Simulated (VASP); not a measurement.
# ZnSb2P4 (P6/mmm) in VASP: single point with PBE

Aim: the single point of ZnSb2P4 with PBE.

Program: VASP 6.6.1. These are calculated values, not measurements. Logs are shortened: lines on timing, memory, paths and dates and some standing lists are left out, and cuts for length are marked.

## 1. The cell of the first run

Symmetry: P6/mmm, No. 191, hexagonal system. The conventional cell has a = 6.789 Å, b = 6.789 Å, c = 4.468 Å, α = 90.00°, β = 90.00°, γ = 120.00°. Within 3.0 Å of Zn (site symmetry 6/mmm) lie 2 P at 2.23 Å. Within 2.6 Å of Sb (site symmetry -6m2) lie 3 P at 1.96 Å. Within 2.6 Å of P (site symmetry mmm) lie 2 Sb at 1.96 Å. P (site symmetry 6/mmm) has 2 Zn at 2.23 Å within 3.0 Å.

## 2. Single point, PBE

File INCAR:

```
SYSTEM = ZnSb2P4
PREC = Accurate
ENCUT = 520
EDIFF = 1E-7
ISMEAR = 0
SIGMA = 0.1
LREAL = .FALSE.
LASPH = .TRUE.
NELM = 100
ALGO = Normal
ISIF = 2
LWAVE = .FALSE.
LCHARG = .FALSE.
GGA = PE
NBANDS = 30
```

File KPOINTS:

```
Automatic mesh
0
G
  3 3 4
  0 0 0
```

File POSCAR:

```
ZnSb2P4
1.0
    6.7888024500      0.0000000000      0.0000000000
   -3.3944012200      5.8792753800      0.0000000000
    0.0000000000      0.0000000000      4.4675724900
Zn Sb P
1 2 4
Direct
    0.0000000000      0.0000000000      0.0000000000
    0.3333333300      0.6666666700      0.5000000000
    0.6666666700      0.3333333300      0.5000000000
    0.5000000000      0.0000000000      0.5000000000
    0.0000000000      0.5000000000      0.5000000000
    0.5000000000      0.5000000000      0.5000000000
    0.0000000000      0.0000000000      0.5000000000
```

Potentials or basis: VASP PAW PBE potentials, release 64 (Zn, Sb, P).

Run with:

```
$ cat potpaw_PBE.64/Zn/POTCAR potpaw_PBE.64/Sb/POTCAR potpaw_PBE.64/P/POTCAR > POTCAR
$ mpirun -np 1 vasp_std > vasp.out
```

OUTCAR:

```text
SYSTEM = ZnSb2P4
   PREC = Accurate
   ENCUT = 520
   EDIFF = 1E-7
   ISMEAR = 0
   LREAL = .FALSE.
   LASPH = .TRUE.
   NELM = 100
   ISIF = 2
   GGA = PE

 ion  position               nearest neighbor table
   1  0.000  0.000  0.000-   7 2.23   7 2.23
   2  0.333  0.667  0.500-   4 1.96   5 1.96   6 1.96
   3  0.667  0.333  0.500-   4 1.96   5 1.96   6 1.96
   4  0.500  0.000  0.500-   2 1.96   3 1.96
   5  0.000  0.500  0.500-   2 1.96   3 1.96
   6  0.500  0.500  0.500-   2 1.96   3 1.96
   7  0.000  0.000  0.500-   1 2.23   1 2.23

  LATTYP: Found a hexagonal cell.
 ALAT       =     6.7888024500
 C/A-ratio  =     0.6580796131

  Lattice vectors:

 A1 = (   6.7888024500,   0.0000000000,   0.0000000000)
 A2 = (  -3.3944012200,   5.8792753800,   0.0000000000)
 A3 = (   0.0000000000,   0.0000000000,   4.4675724900)

Analysis of symmetry for initial positions (statically):
=====================================================================
 Subroutine PRICEL returns:
 Original cell was already a primitive cell.

 Routine SETGRP: Setting up the symmetry group for a
 hexagonal supercell.

 Subroutine GETGRP returns: Found 24 space group operations
 (whereof 24 operations were pure point group operations)
 out of a pool of 24 trial point group operations.

The static configuration has the point symmetry D_6h.

Analysis of symmetry for dynamics (positions and initial velocities):
=====================================================================
 Subroutine PRICEL returns:
 Original cell was already a primitive cell.

 Routine SETGRP: Setting up the symmetry group for a
 hexagonal supercell.

 Subroutine GETGRP returns: Found 24 space group operations
 (whereof 24 operations were pure point group operations)
 out of a pool of 24 trial point group operations.

The dynamic configuration has the point symmetry D_6h.

 Subroutine INISYM returns: Found 24 space group operations
 (whereof 24 operations are pure point group operations),
 and found     1 'primitive' translations

----------------------------------------------------------------------------------------

                                     Primitive cell

  volume of cell :     178.3153

  direct lattice vectors                    reciprocal lattice vectors
     6.788802450  0.000000000  0.000000000     0.147301385  0.085044494  0.000000000
    -3.394401220  5.879275380  0.000000000     0.000000000  0.170088988  0.000000000
     0.000000000  0.000000000  4.467572490     0.000000000  0.000000000  0.223835204

  length of vectors
     6.788802450  6.788802445  4.467572490     0.170088988  0.170088988  0.223835204

  position of ions in fractional coordinates (direct lattice)
     0.000000000  0.000000000  0.000000000
     0.333333330  0.666666670  0.500000000
     0.666666670  0.333333330  0.500000000
     0.500000000  0.000000000  0.500000000
     0.000000000  0.500000000  0.500000000
     0.500000000  0.500000000  0.500000000
     0.000000000  0.000000000  0.500000000

  ion indices of the primitive-cell ions
   primitive index   ion index
                 1           1
                 2           2
                 3           3
                 4           4
                 5           5
                 6           6
                 7           7

----------------------------------------------------------------------------------------

 KPOINTS: Automatic mesh

Automatic generation of k-mesh.
 Grid dimensions read from file:
 generate k-points for:    3    3    4

 Generating k-lattice:

  Cartesian coordinates                     Fractional coordinates (reciprocal lattice)
     0.049100462  0.028348165  0.000000000     0.333333333  0.000000000  0.000000000
     0.000000000  0.056696329  0.000000000     0.000000000  0.333333333  0.000000000
     0.000000000  0.000000000  0.055958801     0.000000000  0.000000000  0.250000000

  Length of vectors
     0.056696329  0.056696329  0.055958801

  Shift w.r.t. Gamma in fractional coordinates (k-lattice)
     0.000000000  0.000000000  0.000000000

 Subroutine IBZKPT returns following result:
 ===========================================

 Found      9 irreducible k-points:

 Following reciprocal coordinates:
            Coordinates               Weight
  0.000000  0.000000  0.000000      1.000000
  0.333333  0.000000  0.000000      6.000000
  0.333333  0.333333  0.000000      2.000000
  0.000000  0.000000  0.250000      2.000000
  0.333333  0.000000  0.250000     12.000000
  0.333333  0.333333  0.250000      4.000000
  0.000000  0.000000  0.500000      1.000000
  0.333333  0.000000  0.500000      6.000000
  0.333333  0.333333  0.500000      2.000000
   k-points           NKPTS =      9   k-points in BZ     NKDIM =      9   number of bands    NBANDS=     30
   number of dos      NEDOS =    301   number of ions     NIONS =      7
   total plane-waves  NPLWV =  90000
   dimension x,y,z NGX =    50 NGY =   50 NGZ =   36
   dimension x,y,z NGXF=   100 NGYF=  100 NGZF=   72
   ions per type =               1   2   4
   NGX,Y,Z   is equivalent  to a cutoff of  12.24, 12.24, 13.40 a.u.
   NGXF,Y,Z  is equivalent  to a cutoff of  24.49, 24.49, 26.79 a.u.
 SYSTEM =  ZnSb2P4
   PREC   = accura    normal or accurate (medium, high low for compatibility)
   ISTART =      0    job   : 0-new  1-cont  2-samecut
   ICHARG =      2    charge: 1-file 2-atom 10-const
   ISPIN  =      1    spin polarized calculation?
   LNONCOLLINEAR =      F non collinear calculations
   LSORBIT =      F    spin-orbit coupling
   LASPH  =      T    aspherical Exc in radial PAW
   ENCUT  =  520.0 eV  38.22 Ry    6.18 a.u.  12.62 12.62  8.31*2*pi/ulx,y,z
   NELM   =    100;   NELMIN=  2; NELMDL= -5     # of ELM steps
   EDIFF  = 0.1E-06   stopping-criterion for ELM
   LREAL  =      F    real-space projection
   EDIFFG = 0.1E-05   stopping-criterion for IOM
   NSW    =      0    number of steps for IOM
   IBRION =     -1    ionic relax: 0-MD 1-quasi-New 2-CG
   NFREE  =      0    steps in history (QN), initial steepest desc. (CG)
   ISIF   =      2    stress and relaxation
   ISYM   =      2    0-nonsym 1-usesym 2-fastsym
   POTIM  = 0.5000    time-step for ionic-motion
   TEBEG  =    0.0;   TEEND  =   0.0 temperature during run
   PSTRESS=    0.0 pullay stress
   NELECT =      42.0000    total number of electrons
   NUPDOWN=      -1.0000    fix difference up-down
   EMIN   =  10.00;   EMAX   =-10.00  energy-range for DOS
   EFERMI =   0.00;   METHOD = LEGACY
   ISMEAR =     0;   SIGMA  =   0.10  broadening in eV -4-tet -1-fermi 0-gaus
   EFERMI_NEDOS =   21; number of points for ismear=-14 and -15
   IALGO  =     38    algorithm
   IMIX   =      4    mixing-type and parameters
     AMIX     =   0.40;   BMIX     =  1.00
     AMIX_MAG =   1.60;   BMIX_MAG =  1.00
  volume/ion in A,a.u.               =      25.47       171.90
  Fermi-wavevector in a.u.,A,eV,Ry     =   1.011025  1.910560 13.907478  1.022171
  Thomas-Fermi vector in A             =   2.144049
   LORBIT       =      0    0 simple, 1 ext, 2 COOP (PROOUT), +10 PAW based schemes
   GGA     = PE    functional components
   LHFCALC =     F    Hartree Fock is set to
   AEXX    =    0.0000 exact exchange contribution
   IVDW    =     0    specifies the selected vdW correction
   LEPSILON=     F    determine dielectric tensor
   LRPA    =     F    only Hartree local field effects (RPA)
 non-spin polarized calculation
 Gauss-broadening in eV      SIGMA  =   0.10
  energy-cutoff  :      520.00
  volume of cell :      178.32
 maximum number of plane-waves:      4865
 NGX is ok and might be reduce to    50
   NGX = 25   NGY = 25   NGZ = 17

 number of electron      42.0000022 magnetization

 Free energy of the ion-electron system (eV)
  ---------------------------------------------------
  ext. energy  EPLUGINS =         0.00000000
  ---------------------------------------------------
  free energy    TOTEN  =        -7.94224926 eV

  energy without entropy =       -7.92187117  energy(sigma->0) =       -7.93206022

 E-fermi :   4.6158     XC(G=0):  -8.7007

 val. band max:        4.5675974790   @ k =   0.3333   0.0000   0.0000
 cond. band min:       4.6590355550   @ k =   0.3333   0.3333   0.0000
 fundamental gap:      0.0914380760
 Fermi energy:         4.6157972324

 k-point     1 :       0.0000    0.0000    0.0000
  band No.  band energies     occupation
      1     -11.5295      2.00000
      2      -8.7930      2.00000
      3      -7.5992      2.00000
      4      -7.5992      2.00000
      5      -6.2023      2.00000
      6      -2.8366      2.00000
[... 22 lines left out ...]
     29       9.4716      0.00000
     30       9.4716      0.00000

 k-point     2 :       0.3333    0.0000    0.0000
  band No.  band energies     occupation
      1     -11.2109      2.00000
      2      -9.9416      2.00000
      3      -7.6423      2.00000
      4      -6.4212      2.00000
      5      -5.9308      2.00000
      6      -3.3963      2.00000
[... 22 lines left out ...]
     29       8.8323      0.00000
     30       9.2675      0.00000

 k-point     3 :       0.3333    0.3333    0.0000
  band No.  band energies     occupation
      1     -10.6840      2.00000
      2     -10.6840      2.00000
      3      -7.7669      2.00000
      4      -6.1605      2.00000
      5      -4.7216      2.00000
      6      -4.7216      2.00000
[... 22 lines left out ...]
     29       9.7175      0.00000
     30       9.7473      0.00000

 k-point     4 :       0.0000    0.0000    0.2500
  band No.  band energies     occupation
      1     -11.4854      2.00000
      2      -8.7476      2.00000
      3      -7.5641      2.00000
      4      -7.5641      2.00000
      5      -5.8330      2.00000
      6      -2.9517      2.00000
[... 22 lines left out ...]
     29       8.9572      0.00000
     30      10.3237      0.00000

 k-point     5 :       0.3333    0.0000    0.2500
  band No.  band energies     occupation
      1     -11.1675      2.00000
      2      -9.8985      2.00000
      3      -7.6068      2.00000
      4      -6.2209      2.00000
      5      -5.7313      2.00000
      6      -3.3686      2.00000
[... 22 lines left out ...]
     29       9.2379      0.00000
     30       9.4148      0.00000

 k-point     6 :       0.3333    0.3333    0.2500
  band No.  band energies     occupation
      1     -10.6413      2.00000
      2     -10.6413      2.00000
      3      -7.7141      2.00000
      4      -5.8101      2.00000
      5      -4.6859      2.00000
      6      -4.6859      2.00000
[... 22 lines left out ...]
     29       9.8287      0.00000
     30       9.9254      0.00000

 k-point     7 :       0.0000    0.0000    0.5000
  band No.  band energies     occupation
      1     -11.4400      2.00000
      2      -8.7010      2.00000
      3      -7.5281      2.00000
      4      -7.5281      2.00000
      5      -5.2327      2.00000
      6      -3.5597      2.00000
[... 22 lines left out ...]
     29      10.3272      0.00000
     30      10.7456      0.00000

 k-point     8 :       0.3333    0.0000    0.5000
  band No.  band energies     occupation
      1     -11.1229      2.00000
      2      -9.8543      2.00000
      3      -7.5705      2.00000
      4      -6.0931      2.00000
      5      -5.2461      2.00000
      6      -3.5565      2.00000
[... 22 lines left out ...]
     29       9.7109      0.00000
     30      10.1044      0.00000

 k-point     9 :       0.3333    0.3333    0.5000
  band No.  band energies     occupation
      1     -10.5975      2.00000
      2     -10.5975      2.00000
      3      -7.6623      2.00000
      4      -5.2345      2.00000
      5      -4.6495      2.00000
      6      -4.6495      2.00000
[... 22 lines left out ...]
     29       9.9497      0.00000
     30      10.7123      0.00000

------------------------ aborting loop because EDIFF is reached ----------------------------------------

  FORCE on cell =-STRESS in cart. coord.  units (eV):
  Direction    XX          YY          ZZ          XY          YZ          ZX
  --------------------------------------------------------------------------------------
  -------------------------------------------------------------------------------------
  Total       79.7255034     79.7255033      1.2006611      0.0000001     -0.0000000      0.0000000
  in kB      716.3401121    716.3401113     10.7880377      0.0000006     -0.0000000      0.0000000
  external PRESSURE =     481.1560870 kB  Pullay stress =       0.0000000 kB

 VOLUME and BASIS-vectors are now :
 -----------------------------------------------------------------------------
  energy-cutoff  :      520.00
  volume of cell :      178.32
      direct lattice vectors                 reciprocal lattice vectors
     6.788802450  0.000000000  0.000000000     0.147301385  0.085044494  0.000000000
    -3.394401220  5.879275380  0.000000000     0.000000000  0.170088988  0.000000000
     0.000000000  0.000000000  4.467572490     0.000000000  0.000000000  0.223835204

 POSITION                                       TOTAL-FORCE (eV/Angst)
 -----------------------------------------------------------------------------------
      0.00000      0.00000      0.00000        -0.000000      0.000000      0.000000
     -0.00000      3.91952      2.23379        -0.000000      0.000000      0.000000
      3.39440      1.95976      2.23379         0.000000      0.000000      0.000000
      3.39440      0.00000      2.23379        -0.000000      0.000000      0.000000
     -1.69720      2.93964      2.23379        -0.000000      0.000000      0.000000
      1.69720      2.93964      2.23379        -0.000000      0.000000      0.000000
      0.00000      0.00000      2.23379        -0.000000      0.000000      0.000000
 -----------------------------------------------------------------------------------
    total drift:                                0.000000      0.000000      0.000000

  FREE ENERGIE OF THE ION-ELECTRON SYSTEM (eV)
  ---------------------------------------------------
  free  energy   TOTEN  =        -7.9422492625 eV

  energy  without entropy=       -7.9218711741  energy(sigma->0) =       -7.93206022
```

Run time: 56 s. Hardware: 1 thread of Intel Xeon Platinum 8488C (Sapphire Rapids), shared host; peak memory 0.3 GiB.

What came out:

```yaml
Free_energy: -7.9422 eV
Pressure: 48.1 GPa
Band_gap_on_the_k_mesh: zero (band 21 reaches 4.57 eV, above the bottom of band 22 at 4.41 eV)
```

Levels at points of the mesh, in eV from the Fermi level:
```
           k point  band 18  band 19  band 20  band 21  band 22  band 23  band 24  band 25
(0.00, 0.00, 0.00)    -1.54    -1.54    -0.76    -0.68    -0.20     0.74     0.74     2.49
(0.00, 0.00, 0.50)    -2.38    -2.38    -0.68    -0.48     1.18     1.18     1.47     1.47
```

Caveat: spin-orbit coupling is left out, which moves the levels of the heavy elements.
